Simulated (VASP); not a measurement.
Here is a VASP 6.6.1 calculation.

Contents of INCAR:

```
SYSTEM = Ir
ALGO     = Normal         ! electronic algorithm
EDIFF    = 1E-6           ! SCF threshold, eV
ENCUT    = 520            ! plane-wave cutoff, eV
GGA      = PE             ! functional
ISIF     = 2              ! what is computed and relaxed
ISMEAR   = 0              ! smearing method
LASPH    = .TRUE.         ! aspherical terms in the spheres
LCHARG   = .FALSE.        ! write CHGCAR
LREAL    = .FALSE.        ! projectors in reciprocal space
LWAVE    = .FALSE.        ! write WAVECAR
NBANDS   = 10             ! bands
NELM     = 100            ! most SCF steps
PREC     = Accurate       ! precision mode
SIGMA    = 0.15           ! smearing width, eV
```

File KPOINTS:

```
k-points
0
G
  22 22 22
  0 0 0
```

POSCAR

```
Ir
1.0
    0.0000000000      1.9197000000      1.9484955000
    1.9197000000      0.0000000000      1.9484955000
    1.9197000000      1.9197000000      0.0000000000
Ir
1
Direct
    0.0000000000      0.0000000000      0.0000000000
```

Potentials or basis: VASP PAW PBE potentials, release 64 (Ir).

Run with:

```sh
$ cat potpaw_PBE.64/Ir/POTCAR > POTCAR
$ mpirun -np 1 vasp_std > vasp.out
```

**Question.** Predict the pressure.

**Answer.** 4.1 GPa.

Stress tensor (GPa, compression positive):
```
5.86 0.00 0.00
0.00 5.86 0.00
0.00 0.00 0.53
```

Caveat: the cell differs from its parent crystal (strain +0.0150 x Voigt [0, 0, 1, 0, 0, 0]).
